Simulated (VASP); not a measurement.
Runs of VASP 6.6.1 on B. The structure is that of space group Pm-3m (No. 221), or close to it. The cells are those of the table. 

```csv
task,cell,k mesh,gap on the mesh (eV),pressure (GPa)
single point,"a = 1.894 Å, 1 atom",16 × 16 × 16,none,(b)
relaxation of cell and atoms,"relaxed from a = 1.920 Å, 1 atom",16 × 16 × 16,none,0.0
single point,"a = 1.815 Å, 1 atom",18 × 18 × 18,none,37.5
single point,"a = 1.943 Å, 1 atom",18 × 18 × 18,none,-14.7
single point,"a = 1.894 Å, 1 atom",18 × 18 × 18,none,0.6
single point,"a = 1.919 Å, 1 atom",18 × 18 × 18,none,(a)
single point,"a = 1.967 Å, 1 atom",18 × 18 × 18,none,-20.5
single point,"a = 1.894 Å, 1 atom",27 × 27 × 27,none,0.4
single point,"a = 1.842 Å, 1 atom",18 × 18 × 18,none,(c)
single point,"a = 1.868 Å, 1 atom",18 × 18 × 18,none,10.7
```

Alike in all rows: level RPBE; potentials or basis VASP PAW PBE potentials, release 64 (B); no spin polarisation; cutoff (eV) 500; smearing fermi-dirac 0.1 eV.

Question: Estimate the missing entries.

Answer: (a) -7.8; (b) -0.1; (c) 22.8.

Caveats: the PAW data sets were made with another functional, which shifts forces and pressure a little.

A gap of «none» marks levels without a gap at the run's occupations.
